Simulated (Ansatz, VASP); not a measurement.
# TiN: VASP beside Ansatz

```
Ti N
1.0
     0.00000    2.11650    2.11650
     2.11650    0.00000    2.11650
     2.11650    2.11650    0.00000
Ti N
1 1
Direct
  0.00000 0.00000 0.00000
  0.50000 0.50000 0.50000
```

Alike in both runs: functional r2SCAN; k mesh 14 × 14 × 14; occupations fermi-dirac, width 0.08 eV; no spin polarisation.

Ansatz relaxed the structure, and its values are those at the end. VASP's run is a single point on that final structure, the one shown.

|  | VASP | Ansatz |
| --- | --- | --- |
| version | VASP 6.6.1 | Ansatz 0.2.0 |
| potentials or method | VASP PAW PBE potentials, release 64 (Ti_sv, N) | PAW with Ansatz's default frozen-core files, scalar-relativistic |
| plane-wave cutoff (eV) | 520 | 500 |
| valence electrons in the cell | 17 | 17 |

Ansatz gave:

| Item | Value |
| --- | --- |
| pressure (GPa) | 0.0 |

Problem. What did VASP give for the same quantities?

Solution. Pressure (GPa): 1.5.

VASP's potentials were made for PBE, not for r2SCAN. With one functional, cell and mesh, what is left measures potentials, basis and numerics.
